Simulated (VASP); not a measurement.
Set up this calculation in VASP 6.6.1, as the native input.

| Item | Value |
| --- | --- |
| Task | single point |
| Functional | r2SCAN |
| Potentials or basis | VASP PAW PBE potentials, release 64 (Be, As, C) |
| Cutoff | 520 eV |
| k mesh | 6 × 6 × 4 |
| Occupations | fermi-dirac, width 0.05 eV |
| Spin | no spin polarisation |
| Dipole correction | no |
| Further INCAR settings | ALGO = Normal; EDIFF = 1e-07; NBANDS = 16 |

BeAs2C:

```xyz
4
Lattice="3.4247 0.0000 0.0000 0.0000 3.4247 0.0000 0.0000 0.0000 4.8969" Properties=species:S:1:pos:R:3 pbc="T T T"
Be    0.0000    0.0000    0.0000
As    0.0000    1.7124    1.2760
As    1.7124    0.0000    3.6209
C     1.7124    1.7124    2.4484
```

These files were run (other wordings do the same):

POSCAR

```
BeAs2C
1.0
    3.4247097982      0.0000000000      0.0000000000
    0.0000000000      3.4247097982      0.0000000000
    0.0000000000      0.0000000000      4.8968630612
Be As C
1 2 1
Direct
    0.0000000000      0.0000000000      0.0000000000
    0.0000000000      0.5000000000      0.2605674643
    0.5000000000      0.0000000000      0.7394325357
    0.5000000000      0.5000000000      0.5000000000
```

INCAR.step1

```
ALGO = Normal ; EDIFF = 1E-4
ENCUT = 520 ; GGA = PE
ISMEAR = -1 ; LASPH = True
LCHARG = False ; LREAL = False
LWAVE = True ; NBANDS = 16
NELM = 80 ; PREC = Accurate
SIGMA = 0.05
```

INCAR.step2

```
ALGO = Normal ; EDIFF = 1E-7
ENCUT = 520 ; ISIF = 2
ISMEAR = -1 ; ISTART = 1
LASPH = True ; LCHARG = False
LMIXTAU = True ; LREAL = False
LWAVE = False ; METAGGA = R2SCAN
NBANDS = 16 ; NELM = 80
PREC = Accurate ; SIGMA = 0.05
```

KPOINTS

```
k-points
0
Gamma
  6 6 4
```

Potentials or basis: VASP PAW PBE potentials, release 64 (Be, As, C).

Launch:

```bash
$ cat potpaw_PBE.64/Be/POTCAR potpaw_PBE.64/As/POTCAR potpaw_PBE.64/C/POTCAR > POTCAR
$ cp INCAR.step1 INCAR
$ mpirun -np 1 vasp_std > vasp.out
$ cp INCAR.step2 INCAR
$ mpirun -np 1 vasp_std > vasp.out
```

Results of the run:

```
Pressure               : 0.3 GPa
Largest force          : 0.028 eV/Å
Band gap on the k mesh : zero (bands 8 and 9 overlap by 0.55 eV)
```

Caveat: the PAW data sets were made with another functional, which shifts forces and pressure a little.

Run time: 51 s on 1 thread of Intel(R) Xeon(R) Platinum 8481C CPU @ 2.70GHz (Sapphire Rapids) (shared host), peak memory 0.19 GiB.
